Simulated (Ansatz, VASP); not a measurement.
**Two plane-wave programs on Hf3N2**

INCAR

```
SYSTEM = Hf3N2
ALGO = Normal
EDIFF = 1E-6
ENCUT = 520
GGA = PS
ISIF = 2
ISMEAR = 0
LASPH = .TRUE.
LCHARG = .FALSE.
LREAL = .FALSE.
LWAVE = .FALSE.
NBANDS = 28
NELM = 60
PREC = Accurate
SIGMA = 0.2
```

File KPOINTS:

```
k-points
0
G
  12 12 12
  0 0 0
```

Contents of POSCAR:

```
Hf3N2
1.0
    1.5994260774      0.9234290764      7.7548432223
   -1.5994260774      0.9234290764      7.7548432223
    0.0000000000     -1.8468581527      7.7548432223
Hf N
3 2
Direct
    0.7794186600      0.7794186600      0.7794186600
    0.2205813400      0.2205813400      0.2205813400
    0.0000000000      0.0000000000      0.0000000000
    0.6119155300      0.6119155300      0.6119155300
    0.3880844700      0.3880844700      0.3880844700
```

Input for Ansatz:

```yaml
crystal:
  lattice:
    - [1.5994260774, 0.9234290764, 7.7548432223]
    - [-1.5994260774, 0.9234290764, 7.7548432223]
    - [0.0, -1.8468581527, 7.7548432223]
  atoms:
    - { symbol: Hf, position: [0.77941866, 0.77941866, 0.77941866] }
    - { symbol: Hf, position: [0.22058134, 0.22058134, 0.22058134] }
    - { symbol: Hf, position: [0.0, 0.0, 0.0] }
    - { symbol: "N", position: [0.61191553, 0.61191553, 0.61191553] }
    - { symbol: "N", position: [0.38808447, 0.38808447, 0.38808447] }
basis:
  ecutwfc: 420
kpoints:
  mp_grid: { grid: [12, 12, 12] }
hamiltonian:
  xc: pbesol
scf:
  occupations: { method: gaussian, width: 0.2 }
output:
  forces: true
  stress: true
  eigenvalues: true
```

Alike in both runs: task single point; functional PBEsol; k mesh 12 × 12 × 12; occupations gaussian, width 0.2 eV; no spin polarisation.

```csv
,VASP,Ansatz
version,VASP 6.6.1,Ansatz 0.2.0
potentials or method,"VASP PAW PBE potentials, release 64 (Hf_pv, N), cutoff 520 eV","scalar-relativistic, plane waves, PAW"
valence electrons in the cell,40,88
```

```tsv
	VASP	Ansatz	Ansatz less VASP
gap on the k mesh at the Fermi level (eV)	none	none	-
pressure (GPa)	-3.6	-2.2	+1.39
traceless stress, the component that is largest in VASP (GPa)	-0.38	-0.50	-0.121
rms of the force components (eV/Å)	0.138	0.124	-0.0144
```

VASP's potentials were made for PBE, not for PBEsol. Atom by atom the forces differ by 0.028 eV/Å (rms over components). A gap of «none» marks a metal or a gap that the smearing closes. With one functional, cell and mesh, what is left measures potentials, basis and numerics. VASP's potentials hold 40 valence electrons a cell and Ansatz's 88, so a difference there can come from the potentials and not from the codes.

Spin-orbit coupling is off throughout.
